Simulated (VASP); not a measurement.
# ZnSe: relaxation of cell and atoms with PBEsol

ZnSe:

```
CELL_PARAMETERS angstrom
0.00000 2.82500 2.82500
2.82500 0.00000 2.82500
2.82500 2.82500 0.00000
ATOMIC_POSITIONS crystal
Zn 0.00000 0.00000 0.00000
Se 0.25000 0.25000 0.25000
```

```json
{"Program": "VASP 6.6.1", "Task": "relaxation of cell and atoms", "Functional": "PBEsol", "Potentials or basis": "VASP PAW PBE potentials, release 64 (Zn, Se)", "Cutoff": "500 eV", "k mesh": "8 × 8 × 8", "Occupations": "gaussian, width 0.02 eV", "Spin": "no spin polarisation", "Dipole correction": "no", "Further INCAR settings": "ALGO = Normal; EDIFF = 1e-07; IBRION = 2; EDIFFG = -0.002; NSW = 100; ISIF = 3"}
```

The relaxed volume is 22.44 Å³/atom and the relaxed cell is a = 3.989 Å, b = 3.989 Å, c = 3.989 Å, α = 60.00°, β = 60.00°, γ = 60.00°. The space group after relaxing (to 0.1 Å) is F-43m (No. 216), the energy gained by relaxing is 0.1 meV/atom and the ionic steps are 3. The pressure after relaxing is 0.0 GPa and the band gap on the k mesh is 1.23 eV.

Step by step:
```tsv
step	energy change (eV)	largest force (eV/Å)	pressure (GPa)	volume (Å³)
1	0.0000	0.0000	-0.31	45.09
2	-0.0002	0.0000	0.10	44.81
3	-0.0002	0.0000	0.01	44.88
```

Final structure:
```xyz
2
Lattice="0.0000 2.8206 2.8206 2.8206 0.0000 2.8206 2.8206 2.8206 0.0000" Properties=species:S:1:pos:R:3 pbc="T T T"
Zn    0.0000    0.0000    0.0000
Se    1.4103    1.4103    1.4103
```

Levels at points of the mesh, in eV from the valence-band top:
```tsv
k point	band 6	band 7	band 8	band 9	band 10	band 11	band 12	band 13
(0.00, 0.00, 0.00)	-6.22	0.00	0.00	0.00	1.23	5.73	5.73	5.73
(0.50, 0.00, 0.00)	-6.06	-5.37	-0.90	-0.90	2.47	6.30	6.30	8.44
(0.50, 0.50, 0.00)	-6.04	-4.85	-2.26	-2.26	2.81	3.37	10.71	11.27
```

Run time: 23 s on 1 thread of Intel(R) Xeon(R) 6975P-C (Granite Rapids), on a shared host, peak memory 0.17 GiB.

Caveat: the PAW data sets were made with another functional, which shifts forces and pressure a little.
